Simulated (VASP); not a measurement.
Crystal: PbSe (Clausthalite).

```xyz
2
Lattice="0.0000 3.0697 3.0697 3.0697 0.0000 3.0697 3.0697 3.0697 0.0000" Properties=species:S:1:pos:R:3 pbc="T T T"
Pb    0.0000    0.0000    0.0000
Se    3.0697    3.0697    3.0697
```

Program: VASP 6.6.1. Alike in all runs: task single point; potentials or basis VASP PAW PBE potentials, release 64 (Pb_d, Se); no spin polarisation; cell as given; cutoff (eV) 520. Hardware: 1 thread of Intel(R) Xeon(R) Platinum 8375C CPU @ 2.90GHz (Ice Lake), with other jobs on the host.

Order these runs on this cell by their wall time, lowest first.
A. level PBE; k mesh 6 × 6 × 6; smearing fermi-dirac 0.5 eV
B. level HSE06; k mesh 2 × 2 × 2; smearing gaussian 0.01 eV; grid for exact exchange (PRECFOCK) Normal; screening parameter 0.2079 1/Å
C. level HSE06; k mesh 4 × 4 × 4; smearing gaussian 0.01 eV; grid for exact exchange (PRECFOCK) Normal; screening parameter 0.2079 1/Å

A (14 s), B (60 s), C (1200 s).

Caveats: some runs use coarse meshes.
